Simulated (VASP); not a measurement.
# Ag (P6_3/mmc) in VASP: a series of runs

The runs below take Ag through single point, with r2SCAN.

Everything below comes from runs of VASP 6.6.1. Logs are shortened: lines on timing, memory, paths and dates and some standing lists are left out, and cuts for length are marked.

## (1) The cell of the first run

The structure is hexagonal, space group P6_3/mmc (No. 194). Conventional cell: a = 2.886 Å, b = 2.886 Å, c = 10.000 Å, α = 90.00°, β = 90.00°, γ = 120.00°. Ag (site symmetry -6m2) has 12 Ag at 2.89 to 3.00 Å within 3.8 Å. Within 3.8 Å of Ag (site symmetry -3m) lie 12 Ag at 2.89 to 3.00 Å.

## (2) Single point, r2SCAN

The input, POSCAR:

```
Ag
1.0
    2.8862000000      0.0000000000      0.0000000000
   -1.4431000000      2.4995230000      0.0000000000
    0.0000000000      0.0000000000     10.0000000000
Ag
4
Direct
    0.3333333333      0.6666666667      0.2500000000
    0.6666666667      0.3333333333      0.7500000000
    0.0000000000      0.0000000000      0.0000000000
    0.0000000000      0.0000000000      0.5000000000
```

The input, INCAR.step1:

```
PREC     = Accurate       # precision mode
ENCUT    = 520            # plane-wave cutoff, eV
ISMEAR   = -1             # smearing method
SIGMA    = 0.05           # smearing width, eV
LREAL    = False          # projectors in reciprocal space
LASPH    = True           # aspherical terms in the spheres
NELM     = 80             # most SCF steps
NBANDS   = 30             # bands
GGA      = PE             # functional
ALGO     = Normal         # electronic algorithm
EDIFF    = 1E-4           # SCF threshold, eV
LWAVE    = True           # write WAVECAR
LCHARG   = False          # write CHGCAR
```

The input, INCAR.step2:

```
PREC     = Accurate       # precision mode
ENCUT    = 520            # plane-wave cutoff, eV
EDIFF    = 1E-6           # SCF threshold, eV
ISMEAR   = -1             # smearing method
SIGMA    = 0.05           # smearing width, eV
LREAL    = False          # projectors in reciprocal space
LASPH    = True           # aspherical terms in the spheres
NELM     = 80             # most SCF steps
ALGO     = Normal         # electronic algorithm
ISIF     = 2              # what is computed and relaxed
LWAVE    = False          # write WAVECAR
LCHARG   = False          # write CHGCAR
METAGGA  = R2SCAN         # meta-GGA
LMIXTAU  = True         
NBANDS   = 30             # bands
ISTART   = 1
```

The input, KPOINTS:

```
regular mesh
0
Gamma
  10 10 3
```

Potentials or basis: VASP PAW PBE potentials, release 64 (Ag).

The run is started by

```
cat potpaw_PBE.64/Ag/POTCAR > POTCAR
cp INCAR.step1 INCAR
mpirun -np 1 vasp_std > vasp.out
cp INCAR.step2 INCAR
mpirun -np 1 vasp_std > vasp.out
```

OUTCAR:

```text
PREC = Accurate
   ENCUT = 520
   EDIFF = 1E-6
   ISMEAR = -1
   LREAL = False
   LASPH = True
   NELM = 80
   ISIF = 2
   METAGGA = R2SCAN
   ISTART = 1

 ion  position               nearest neighbor table
   1  0.333  0.667  0.250-   3 3.00   4 3.00   3 3.00   4 3.00   3 3.00   4 3.00
   2  0.667  0.333  0.750-   3 3.00   4 3.00   3 3.00   4 3.00   3 3.00   4 3.00
   3  0.000  0.000  0.000-   1 3.00   2 3.00   2 3.00   1 3.00   2 3.00   1 3.00
   4  0.000  0.000  0.500-   1 3.00   2 3.00   2 3.00   1 3.00   2 3.00   1 3.00

  LATTYP: Found a hexagonal cell.
 ALAT       =     2.8862000000
 C/A-ratio  =     3.4647633567

  Lattice vectors:

 A1 = (   2.8862000000,   0.0000000000,   0.0000000000)
 A2 = (  -1.4431000000,   2.4995230000,   0.0000000000)
 A3 = (   0.0000000000,   0.0000000000,  10.0000000000)

Analysis of symmetry for initial positions (statically):
=====================================================================
 Subroutine PRICEL returns:
 Original cell was already a primitive cell.

 Routine SETGRP: Setting up the symmetry group for a
 hexagonal supercell.

 Subroutine GETGRP returns: Found 24 space group operations
 (whereof 12 operations were pure point group operations)
 out of a pool of 24 trial point group operations.

The static configuration has the point symmetry D_3d.
 The point group associated with its full space group is D_6h.

Analysis of symmetry for dynamics (positions and initial velocities):
=====================================================================
 Subroutine PRICEL returns:
 Original cell was already a primitive cell.

 Routine SETGRP: Setting up the symmetry group for a
 hexagonal supercell.

 Subroutine GETGRP returns: Found 24 space group operations
 (whereof 12 operations were pure point group operations)
 out of a pool of 24 trial point group operations.

The dynamic configuration has the point symmetry D_3d.
 The point group associated with its full space group is D_6h.

 Subroutine INISYM returns: Found 24 space group operations
 (whereof 12 operations are pure point group operations),
 and found     1 'primitive' translations

----------------------------------------------------------------------------------------

                                     Primitive cell

  volume of cell :      72.1412

  direct lattice vectors                    reciprocal lattice vectors
     2.886200000  0.000000000  0.000000000     0.346476336  0.200038167  0.000000000
    -1.443100000  2.499523000  0.000000000     0.000000000  0.400076335  0.000000000
     0.000000000  0.000000000 10.000000000     0.000000000  0.000000000  0.100000000

  length of vectors
     2.886200000  2.886200415 10.000000000     0.400076392  0.400076335  0.100000000

  position of ions in fractional coordinates (direct lattice)
     0.333333333  0.666666667  0.250000000
     0.666666667  0.333333333  0.750000000
     0.000000000  0.000000000  0.000000000
     0.000000000  0.000000000  0.500000000

  ion indices of the primitive-cell ions
   primitive index   ion index
                 1           1
                 2           2
                 3           3
                 4           4

----------------------------------------------------------------------------------------

 KPOINTS: regular mesh

Automatic generation of k-mesh.
 Grid dimensions read from file:
 generate k-points for:   10   10    3

 Generating k-lattice:

  Cartesian coordinates                     Fractional coordinates (reciprocal lattice)
     0.034647634  0.020003817  0.000000000     0.100000000  0.000000000  0.000000000
     0.000000000  0.040007633  0.000000000     0.000000000  0.100000000  0.000000000
     0.000000000  0.000000000  0.033333333     0.000000000  0.000000000  0.333333333

  Length of vectors
     0.040007639  0.040007633  0.033333333

  Shift w.r.t. Gamma in fractional coordinates (k-lattice)
     0.000000000  0.000000000  0.000000000

 Subroutine IBZKPT returns following result:
 ===========================================

 Found     28 irreducible k-points:

 Following reciprocal coordinates:
            Coordinates               Weight
  0.000000  0.000000  0.000000      1.000000
  0.100000  0.000000  0.000000      6.000000
  0.200000  0.000000  0.000000      6.000000
  0.300000  0.000000  0.000000      6.000000
  0.400000  0.000000  0.000000      6.000000
  0.500000  0.000000  0.000000      3.000000
[... 16 lines left out ...]
  0.300000  0.100000  0.333333     24.000000
  0.400000  0.100000  0.333333     24.000000
 [... further k-points ...]
   k-points           NKPTS =     28   k-points in BZ     NKDIM =     28   number of bands    NBANDS=     30
   number of dos      NEDOS =    301   number of ions     NIONS =      4
   total plane-waves  NPLWV =  46080
   dimension x,y,z NGX =    24 NGY =   24 NGZ =   80
   dimension x,y,z NGXF=    48 NGYF=   48 NGZF=  160
   ions per type =               4
   NGX,Y,Z   is equivalent  to a cutoff of  13.82, 13.82, 13.30 a.u.
   NGXF,Y,Z  is equivalent  to a cutoff of  27.65, 27.65, 26.60 a.u.
 SYSTEM =  unknown system
   PREC   = accura    normal or accurate (medium, high low for compatibility)
   ISTART =      1    job   : 0-new  1-cont  2-samecut
   ICHARG =      0    charge: 1-file 2-atom 10-const
   ISPIN  =      1    spin polarized calculation?
   LNONCOLLINEAR =      F non collinear calculations
   LSORBIT =      F    spin-orbit coupling
   LASPH  =      T    aspherical Exc in radial PAW
   ENCUT  =  520.0 eV  38.22 Ry    6.18 a.u.   5.37  5.37 18.59*2*pi/ulx,y,z
   NELM   =     80;   NELMIN=  2; NELMDL=  0     # of ELM steps
   EDIFF  = 0.1E-05   stopping-criterion for ELM
   LREAL  =      F    real-space projection
   EDIFFG = 0.1E-04   stopping-criterion for IOM
   NSW    =      0    number of steps for IOM
   IBRION =     -1    ionic relax: 0-MD 1-quasi-New 2-CG
   NFREE  =      0    steps in history (QN), initial steepest desc. (CG)
   ISIF   =      2    stress and relaxation
   ISYM   =      2    0-nonsym 1-usesym 2-fastsym
   POTIM  = 0.5000    time-step for ionic-motion
   TEBEG  =    0.0;   TEEND  =   0.0 temperature during run
   PSTRESS=    0.0 pullay stress
   NELECT =      44.0000    total number of electrons
   NUPDOWN=      -1.0000    fix difference up-down
   EMIN   =  10.00;   EMAX   =-10.00  energy-range for DOS
   EFERMI =   0.00;   METHOD = LEGACY
   ISMEAR =    -1;   SIGMA  =   0.05  broadening in eV -4-tet -1-fermi 0-gaus
   EFERMI_NEDOS =   21; number of points for ismear=-14 and -15
   IALGO  =     38    algorithm
   IMIX   =      4    mixing-type and parameters
     AMIX     =   0.40;   BMIX     =  1.00
     AMIX_MAG =   1.60;   BMIX_MAG =  1.00
  volume/ion in A,a.u.               =      18.04       121.71
  Fermi-wavevector in a.u.,A,eV,Ry     =   1.388347  2.623594 26.225311  1.927506
  Thomas-Fermi vector in A             =   2.512481
   LORBIT       =      0    0 simple, 1 ext, 2 COOP (PROOUT), +10 PAW based schemes
   METAGGA = R2SCAN    functional components
   LHFCALC =     F    Hartree Fock is set to
   AEXX    =    0.0000 exact exchange contribution
   IVDW    =     0    specifies the selected vdW correction
   LEPSILON=     F    determine dielectric tensor
   LRPA    =     F    only Hartree local field effects (RPA)
 non-spin polarized calculation
  energy-cutoff  :      520.00
  volume of cell :       72.14
 maximum number of plane-waves:      1993
 NGX is ok and might be reduce to    24
   NGX = 11   NGY = 11   NGZ = 37

 number of electron      43.9999998 magnetization

 Free energy of the ion-electron system (eV)
  ---------------------------------------------------
  ext. energy  EPLUGINS =         0.00000000
  ---------------------------------------------------
  free energy    TOTEN  =       -85.32567724 eV

  energy without entropy =      -85.31693470  energy(sigma->0) =      -85.32130597

 E-fermi :   7.7089     XC(G=0): -12.5755

 val. band max:        7.6253309689   @ k =   0.4000   0.1000   0.3333
 cond. band min:       7.7847303818   @ k =   0.2000   0.0000   0.3333
 fundamental gap:      0.1593994129
 Fermi energy:         7.7088798849

 k-point     1 :       0.0000    0.0000    0.0000
  band No.  band energies     occupation
      1       0.1413      2.00000
      2       1.2377      2.00000
      3       1.2487      2.00000
      4       1.2533      2.00000
      5       2.5120      2.00000
      6       2.7544      2.00000
[... 22 lines left out ...]
     29      24.1064      0.00000
     30      25.0767      0.00000

 k-point     2 :       0.1000    0.0000    0.0000
  band No.  band energies     occupation
      1       0.4275      2.00000
      2       1.4096      2.00000
      3       1.4923      2.00000
      4       1.4941      2.00000
      5       2.5542      2.00000
      6       2.6180      2.00000
[... 22 lines left out ...]
     29      23.8220      0.00000
     30      24.0437      0.00000

 k-point     3 :       0.2000    0.0000    0.0000
  band No.  band energies     occupation
      1       1.1547      2.00000
      2       1.6916      2.00000
      3       1.9051      2.00000
      4       1.9600      2.00000
      5       2.2643      2.00000
      6       2.3465      2.00000
[... 22 lines left out ...]
     29      21.0379      0.00000
     30      21.0591      0.00000

 k-point     4 :       0.3000    0.0000    0.0000
  band No.  band energies     occupation
      1       1.5422      2.00000
      2       1.5775      2.00000
      3       1.6877      2.00000
      4       1.8884      2.00000
      5       2.0287      2.00000
      6       2.1951      2.00000
[... 22 lines left out ...]
     29      19.2881      0.00000
     30      19.4502      0.00000

 k-point     5 :       0.4000    0.0000    0.0000
  band No.  band energies     occupation
      1       1.3449      2.00000
      2       1.3898      2.00000
      3       1.4001      2.00000
      4       1.6677      2.00000
      5       1.7843      2.00000
      6       2.1274      2.00000
[... 22 lines left out ...]
     29      18.3641      0.00000
     30      18.6572      0.00000
[... 526 lines left out ...]
     29      21.7025      0.00000
     30      22.1154      0.00000

 k-point    22 :       0.2000    0.1000    0.3333
  band No.  band energies     occupation
      1       1.7149      2.00000
      2       1.8384      2.00000
      3       1.8987      2.00000
      4       2.0327      2.00000
      5       2.2018      2.00000
      6       2.3382      2.00000
[... 22 lines left out ...]
     29      20.1040      0.00000
     30      20.5624      0.00000

 k-point    23 :       0.3000    0.1000    0.3333
  band No.  band energies     occupation
      1       1.6363      2.00000
      2       1.6495      2.00000
      3       1.7396      2.00000
      4       1.8161      2.00000
      5       1.9095      2.00000
      6       2.0333      2.00000
[... 22 lines left out ...]
     29      17.7331      0.00000
     30      18.6081      0.00000

 k-point    24 :       0.4000    0.1000    0.3333
  band No.  band energies     occupation
      1       1.4773      2.00000
      2       1.4922      2.00000
      3       1.5561      2.00000
      4       1.6639      2.00000
      5       1.7643      2.00000
      6       1.8378      2.00000
[... 22 lines left out ...]
     29      17.0785      0.00000
     30      18.0459      0.00000

 [... further k-points ...]
[... 5 lines left out ...]
  --------------------------------------------------------------------------------------
  -------------------------------------------------------------------------------------
  Total       -0.5818840     -0.5818842     -3.0865298      0.0000000      0.0000000      0.0000000
  in kB      -12.9230032    -12.9230082    -68.5484269      0.0000000      0.0000000      0.0000000
  external PRESSURE =     -31.4648128 kB  Pullay stress =       0.0000000 kB

 VOLUME and BASIS-vectors are now :
 -----------------------------------------------------------------------------
  energy-cutoff  :      520.00
  volume of cell :       72.14
      direct lattice vectors                 reciprocal lattice vectors
     2.886200000  0.000000000  0.000000000     0.346476336  0.200038167  0.000000000
    -1.443100000  2.499523000  0.000000000     0.000000000  0.400076335  0.000000000
     0.000000000  0.000000000 10.000000000     0.000000000  0.000000000  0.100000000

 POSITION                                       TOTAL-FORCE (eV/Angst)
 -----------------------------------------------------------------------------------
     -0.00000      1.66635      2.50000        -0.000000     -0.000000      0.000000
      1.44310      0.83317      7.50000         0.000000      0.000000      0.000000
      0.00000      0.00000      0.00000        -0.000000      0.000000     -0.000000
      0.00000      0.00000      5.00000        -0.000000      0.000000     -0.000000
 -----------------------------------------------------------------------------------
    total drift:                               -0.000000      0.000000     -0.000000

  FREE ENERGIE OF THE ION-ELECTRON SYSTEM (eV)
  ---------------------------------------------------
  free  energy   TOTEN  =       -85.3256772389 eV

  energy  without entropy=      -85.3169346967  energy(sigma->0) =      -85.32130597
```

Wall time 95 s (1 thread of Intel Xeon 6975P-C (Granite Rapids), shared host); peak memory 0.22 GiB.

What came out:

* Free energy: -85.3257 eV
* Pressure: -3.1 GPa
* Band gap on the k mesh: zero (band 22 reaches 11.00 eV, above the bottom of band 23 at 4.28 eV)

Stress tensor (GPa, compression positive):
```
-1.29  0.00  0.00
 0.00 -1.29  0.00
 0.00  0.00 -6.85
```

Caveat: the PAW data sets were made with another functional, which shifts forces and pressure a little.

(Part 1 of 2 ends here.)
